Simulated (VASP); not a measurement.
# SnSe2 (P-1) in VASP: single point with PBE+D3(BJ)

Aim: the single point of SnSe2 with PBE+D3(BJ).

Everything below comes from runs of VASP 6.6.1. Logs are shortened: lines on timing, memory, paths and dates and some standing lists are left out, and cuts for length are marked.

**1. The cell of the first run**

The typed cell holds 12 atoms: a = 3.811 Å, b = 6.137 Å, c = 13.256 Å, α = 94.43°, β = 87.25°, γ = 90.00°.

**2. Single point, PBE+D3(BJ) (the part above a cut slid along it)**

INCAR reads:

```
PREC = Accurate ; ENCUT = 520
EDIFF = 1E-6 ; ISMEAR = 0
SIGMA = 0.05 ; LREAL = False
LASPH = True ; NELM = 100
ALGO = Normal ; ISIF = 2
LWAVE = False ; LCHARG = True
GGA = PE ; IVDW = 12
LELF = True ; LVHAR = True
NBANDS = 64
```

KPOINTS reads:

```
regular mesh
0
Gamma
  7 5 2
```

POSCAR reads:

```
SnSe2
1.0
    1.9054993908     -3.3004217586      0.0000000000
    0.0000000000      0.0000000000     -6.1370000000
   11.7506430931      6.0506632102      1.0230379000
Sn Se
4 8
Direct
   -0.1458625000      0.1458625000      0.8750000000
    0.4791625000      0.0208375000      0.1250000000
   -0.0625125000      0.0625125000      0.3750000000
    0.3958125000      0.1041875000      0.6250000000
    0.3402458333      0.9097541667      0.9583333333
   -0.0347291667      0.7847291667      0.2083333333
    0.4235958333      0.8264041667      0.4583333333
   -0.1180791667      0.8680791667      0.7083333333
   -0.0069458333      0.2569458333      0.0416666667
    0.4513791667      0.2986208333      0.2916666667
   -0.0902958333      0.3402958333      0.5416666667
    0.3680291667      0.3819708333      0.7916666667
```

Potentials or basis: VASP PAW PBE potentials, release 64 (Sn_d, Se).

Run with:

```sh
> cat potpaw_PBE.64/Sn_d/POTCAR potpaw_PBE.64/Se/POTCAR > POTCAR
> mpirun -np 1 vasp_std > vasp.out
```

OUTCAR:

```text
PREC = Accurate
   ENCUT = 520
   EDIFF = 1E-6
   ISMEAR = 0
   LREAL = False
   LASPH = True
   NELM = 100
   ISIF = 2
   GGA = PE
   IVDW = 12
 IVDW          = 12

 ion  position               nearest neighbor table
   1  0.854  0.146  0.875-   9 2.35   5 2.68  12 2.68  12 2.68   5 2.68   8 2.68   2 3.68
   2  0.479  0.021  0.125-   5 2.35   6 2.68   9 2.68   6 2.68   9 2.68  10 2.68   1 3.68
   3  0.937  0.063  0.375-   7 2.68  10 2.68   7 2.68  10 2.68   6 2.68  11 2.68
   4  0.396  0.104  0.625-  11 2.68   8 2.68  11 2.68   8 2.68  12 2.68   7 2.68
   5  0.340  0.910  0.958-   2 2.35   9 2.65   1 2.68   1 2.68
   6  0.965  0.785  0.208-   2 2.68   2 2.68   3 2.68
   7  0.424  0.826  0.458-   3 2.68   3 2.68   4 2.68
   8  0.882  0.868  0.708-   4 2.68   4 2.68   1 2.68
   9  0.993  0.257  0.042-   1 2.35   5 2.65   2 2.68   2 2.68
  10  0.451  0.299  0.292-   3 2.68   3 2.68   2 2.68
  11  0.910  0.340  0.542-   4 2.68   4 2.68   3 2.68
  12  0.368  0.382  0.792-   1 2.68   1 2.68   4 2.68

  LATTYP: Found a triclinic cell.
 ALAT       =     3.8109987816
 B/A-ratio  =     2.5677211147
 C/A-ratio  =     3.8938249077
 COS(alpha) =     0.0172523418
 COS(beta)  =     0.2996282647
 COS(gamma) =     0.7789007882

  Lattice vectors:

 A1 = (  -1.9054993908,   3.3004217586,   0.0000000000)
 A2 = (  -3.8109987816,   6.6008435172,  -6.1370000000)
 A3 = ( -13.6561424839,  -2.7502414516,   5.1139621000)

Analysis of symmetry for initial positions (statically):
=====================================================================
 Subroutine PRICEL returns:
 Original cell was already a primitive cell.

 Routine SETGRP: Setting up the symmetry group for a
 triclinic supercell.

 Subroutine GETGRP returns: Found  2 space group operations
 (whereof  1 operations were pure point group operations)
 out of a pool of  2 trial point group operations.

The static configuration has the point symmetry C_1 .
 The point group associated with its full space group is S_2 .

Analysis of symmetry for dynamics (positions and initial velocities):
=====================================================================
 Subroutine PRICEL returns:
 Original cell was already a primitive cell.

 Routine SETGRP: Setting up the symmetry group for a
 triclinic supercell.

 Subroutine GETGRP returns: Found  2 space group operations
 (whereof  1 operations were pure point group operations)
 out of a pool of  2 trial point group operations.

The dynamic configuration has the point symmetry C_1 .
 The point group associated with its full space group is S_2 .

 Subroutine INISYM returns: Found  2 space group operations
 (whereof  1 operations are pure point group operations),
 and found     1 'primitive' translations

----------------------------------------------------------------------------------------

                                     Primitive cell

  volume of cell :     308.7624

  direct lattice vectors                    reciprocal lattice vectors
     1.905499391 -3.300421759  0.000000000     0.120263749 -0.233557271  0.000000000
     0.000000000  0.000000000 -6.137000000     0.010935454  0.006313587 -0.162946065
    11.750643093  6.050663210  1.023037900     0.065599601  0.037873947  0.000000000

  length of vectors
     3.810998782  6.137000000 13.256498215     0.262702052  0.163434591  0.075747895

  position of ions in fractional coordinates (direct lattice)
     0.854137500  0.145862500  0.875000000
     0.479162500  0.020837500  0.125000000
     0.937487500  0.062512500  0.375000000
     0.395812500  0.104187500  0.625000000
     0.340245833  0.909754167  0.958333333
     0.965270833  0.784729167  0.208333333
     0.423595833  0.826404167  0.458333333
     0.881920833  0.868079167  0.708333333
     0.993054167  0.256945833  0.041666667
     0.451379167  0.298620833  0.291666667
     0.909704167  0.340295833  0.541666667
     0.368029167  0.381970833  0.791666667

  ion indices of the primitive-cell ions
   primitive index   ion index
                 1           1
                 2           2
                 3           3
                 4           4
                 5           5
                 6           6
                 7           7
                 8           8
                 9           9
                10          10
                11          11
                12          12

----------------------------------------------------------------------------------------

 KPOINTS: regular mesh

Automatic generation of k-mesh.
 Grid dimensions read from file:
 generate k-points for:    7    5    2

 Generating k-lattice:

  Cartesian coordinates                     Fractional coordinates (reciprocal lattice)
     0.017180536 -0.033365324  0.000000000     0.142857143  0.000000000  0.000000000
     0.002187091  0.001262717 -0.032589213     0.000000000  0.200000000  0.000000000
     0.032799801  0.018936974  0.000000000     0.000000000  0.000000000  0.500000000

  Length of vectors
     0.037528865  0.032686918  0.037873947

  Shift w.r.t. Gamma in fractional coordinates (k-lattice)
     0.000000000  0.000000000  0.000000000

 Subroutine IBZKPT returns following result:
 ===========================================

 Found     36 irreducible k-points:

 Following reciprocal coordinates:
            Coordinates               Weight
  0.000000  0.000000  0.000000      1.000000
  0.142857  0.000000  0.000000      2.000000
  0.285714  0.000000  0.000000      2.000000
  0.428571  0.000000  0.000000      2.000000
  0.000000  0.200000  0.000000      2.000000
  0.142857  0.200000  0.000000      2.000000
[... 16 lines left out ...]
 -0.000000  0.200000  0.500000      2.000000
  0.142857  0.200000  0.500000      2.000000
 [... further k-points ...]
   k-points           NKPTS =     36   k-points in BZ     NKDIM =     36   number of bands    NBANDS=     64
   number of dos      NEDOS =    301   number of ions     NIONS =     12
   total plane-waves  NPLWV = 134400
   dimension x,y,z NGX =    28 NGY =   48 NGZ =  100
   dimension x,y,z NGXF=    56 NGYF=   96 NGZF=  200
   ions per type =               4   8
   NGX,Y,Z   is equivalent  to a cutoff of  12.21, 13.00, 12.54 a.u.
   NGXF,Y,Z  is equivalent  to a cutoff of  24.43, 26.01, 25.08 a.u.
 SYSTEM =  unknown system
   PREC   = accura    normal or accurate (medium, high low for compatibility)
   ISTART =      0    job   : 0-new  1-cont  2-samecut
   ICHARG =      2    charge: 1-file 2-atom 10-const
   ISPIN  =      1    spin polarized calculation?
   LNONCOLLINEAR =      F non collinear calculations
   LSORBIT =      F    spin-orbit coupling
   LASPH  =      T    aspherical Exc in radial PAW
   ENCUT  =  520.0 eV  38.22 Ry    6.18 a.u.   7.09 11.41 24.65*2*pi/ulx,y,z
   NELM   =    100;   NELMIN=  2; NELMDL= -5     # of ELM steps
   EDIFF  = 0.1E-05   stopping-criterion for ELM
   LREAL  =      F    real-space projection
   EDIFFG = 0.1E-04   stopping-criterion for IOM
   NSW    =      0    number of steps for IOM
   IBRION =     -1    ionic relax: 0-MD 1-quasi-New 2-CG
   NFREE  =      0    steps in history (QN), initial steepest desc. (CG)
   ISIF   =      2    stress and relaxation
   ISYM   =      2    0-nonsym 1-usesym 2-fastsym
   POTIM  = 0.5000    time-step for ionic-motion
   TEBEG  =    0.0;   TEEND  =   0.0 temperature during run
   PSTRESS=    0.0 pullay stress
   NELECT =     104.0000    total number of electrons
   NUPDOWN=      -1.0000    fix difference up-down
   EMIN   =  10.00;   EMAX   =-10.00  energy-range for DOS
   EFERMI =   0.00;   METHOD = LEGACY
   ISMEAR =     0;   SIGMA  =   0.05  broadening in eV -4-tet -1-fermi 0-gaus
   EFERMI_NEDOS =   21; number of points for ismear=-14 and -15
   IALGO  =     38    algorithm
   IMIX   =      4    mixing-type and parameters
     AMIX     =   0.40;   BMIX     =  1.00
     AMIX_MAG =   1.60;   BMIX_MAG =  1.00
  volume/ion in A,a.u.               =      25.73       173.64
  Fermi-wavevector in a.u.,A,eV,Ry     =   1.139054  2.152501 17.652812  1.297445
  Thomas-Fermi vector in A             =   2.275758
   LORBIT       =      0    0 simple, 1 ext, 2 COOP (PROOUT), +10 PAW based schemes
   GGA     = PE    functional components
   LHFCALC =     F    Hartree Fock is set to
   AEXX    =    0.0000 exact exchange contribution
   IVDW    =    12    specifies the selected vdW correction
   LEPSILON=     F    determine dielectric tensor
   LRPA    =     F    only Hartree local field effects (RPA)
 non-spin polarized calculation
 Gauss-broadening in eV      SIGMA  =   0.05
  energy-cutoff  :      520.00
  volume of cell :      308.76
 maximum number of plane-waves:      8342
   NGX = 15   NGY = 23   NGZ = 49

 number of electron     104.0000006 magnetization

 Free energy of the ion-electron system (eV)
  ---------------------------------------------------
  ext. energy  EPLUGINS =         0.00000000
  ---------------------------------------------------
  free energy    TOTEN  =       -43.88911205 eV

  energy without entropy =      -43.88067950  energy(sigma->0) =      -43.88489578

 E-fermi :   5.1327     XC(G=0):  -9.4058

 val. band max:        5.1298686398   @ k =   0.2857   0.0000   0.5000
 cond. band min:       5.1359551481   @ k =   0.4286   0.4000   0.5000
 fundamental gap:      0.0060865083
 Fermi energy:         5.1327155251

 k-point     1 :       0.0000    0.0000    0.0000
  band No.  band energies     occupation
      1     -17.3316      2.00000
      2     -17.3006      2.00000
      3     -17.2264      2.00000
      4     -17.2063      2.00000
      5     -17.1818      2.00000
      6     -17.1771      2.00000
[... 56 lines left out ...]
     63       9.3829      0.00000
     64       9.4196      0.00000

 k-point     2 :       0.1429    0.0000    0.0000
  band No.  band energies     occupation
      1     -17.3307      2.00000
      2     -17.3003      2.00000
      3     -17.2316      2.00000
      4     -17.2115      2.00000
      5     -17.1819      2.00000
      6     -17.1720      2.00000
[... 1530 lines left out ...]
     63       9.3227      0.00000
     64       9.5389      0.00000

 [... further k-points ...]

------------------------ aborting loop because EDIFF is reached ----------------------------------------

 Edisp (eV)   -4.31172

 E8    (eV) :    -1.8822

  FORCE on cell =-STRESS in cart. coord.  units (eV):
  Direction    XX          YY          ZZ          XY          YZ          ZX
  --------------------------------------------------------------------------------------
  -------------------------------------------------------------------------------------
  Total      21.90781    10.76551    14.26119     2.37798    -3.27779    -3.31849
  in kB     113.68029    55.86257    74.00177    12.33942   -17.00856   -17.21974
  external pressure =       81.18 kB  Pullay stress =        0.00 kB

 VOLUME and BASIS-vectors are now :
 -----------------------------------------------------------------------------
  energy-cutoff  :      520.00
  volume of cell :      308.76
      direct lattice vectors                 reciprocal lattice vectors
     1.905499391 -3.300421759  0.000000000     0.120263749 -0.233557271  0.000000000
     0.000000000  0.000000000 -6.137000000     0.010935454  0.006313587 -0.162946065
    11.750643093  6.050663210  1.023037900     0.065599601  0.037873947  0.000000000

 POSITION                                       TOTAL-FORCE (eV/Angst)
 -----------------------------------------------------------------------------------
     11.90937      2.47532      0.00000        -4.003959     -0.804954      0.058403
      2.38187     -0.82511      0.00000         4.003959      0.804954     -0.058403
      6.19287     -0.82511      0.00000         0.162420      0.097120      0.020587
      8.09837      2.47532     -0.00000        -0.162420     -0.097120     -0.020587
     11.90937      4.67560     -4.60275        -3.413136     -2.352896      4.509815
      4.28737     -1.92525     -4.60275        -0.378543     -0.015010      0.818743
      6.19287      1.37518     -4.60275         0.024215      0.022814      0.831375
     10.00387      1.37518     -4.60275         0.104000      0.069500      0.902927
      2.38187     -3.02539     -1.53425         3.413136      2.352896     -4.509815
      4.28737      0.27504     -1.53425        -0.104000     -0.069500     -0.902927
      8.09837      0.27504     -1.53425        -0.024215     -0.022814     -0.831375
     10.00387      3.57546     -1.53425         0.378543      0.015010     -0.818743
 -----------------------------------------------------------------------------------
    total drift:                               -0.000032      0.000062      0.000012

  FREE ENERGIE OF THE ION-ELECTRON SYSTEM (eV)
  ---------------------------------------------------
  free  energy   TOTEN  =       -48.2008275465 eV

  energy  without entropy=      -48.1923949967  energy(sigma->0) =      -48.19661127
```

Run time: 16 min. Hardware: 1 thread of Intel Xeon Platinum 8259CL at 2.50GHz (Skylake/Cascade Lake), shared host; peak memory 0.69 GiB.

What came out:

```
Free energy                : -48.2008 eV
Pressure                   : 8.1 GPa
Largest force              : 6.126 eV/Å
Band gap on the k mesh     : zero (bands 52 and 53 overlap by 0.45 eV)
Dispersion energy per atom : -0.359 eV
```

Forces on the atoms (eV/Å):
```
Sn  -4.004 -0.805  0.058
Sn   4.004  0.805 -0.058
Sn   0.162  0.097  0.021
Sn  -0.162 -0.097 -0.021
Se  -3.413 -2.353  4.510
Se  -0.379 -0.015  0.819
Se   0.024  0.023  0.831
Se   0.104  0.070  0.903
Se   3.413  2.353 -4.510
Se  -0.104 -0.070 -0.903
Se  -0.024 -0.023 -0.831
Se   0.379  0.015 -0.819
```

Levels at points of the mesh, in eV from the Fermi level:
```
           k point  band 49  band 50  band 51  band 52  band 53  band 54  band 55  band 56
(0.00, 0.00, 0.00)    -1.10    -1.09    -0.95    -0.01     0.20     0.46     1.03     1.58
(0.00, 0.00, 0.50)    -1.11    -1.10    -0.92     0.13     0.45     0.81     1.00     1.16
```

Caveat: the cell differs from its parent crystal (the part above a cut slid along it); the stress differs along the axes, from 6 to 11 GPa; semilocal functionals underestimate gaps, and a narrow one can read as zero; spin-orbit coupling is left out, which moves the levels of the heavy elements; forces of over 1 eV/Å act on the atoms, so gaps and moduli don't describe the material at rest.
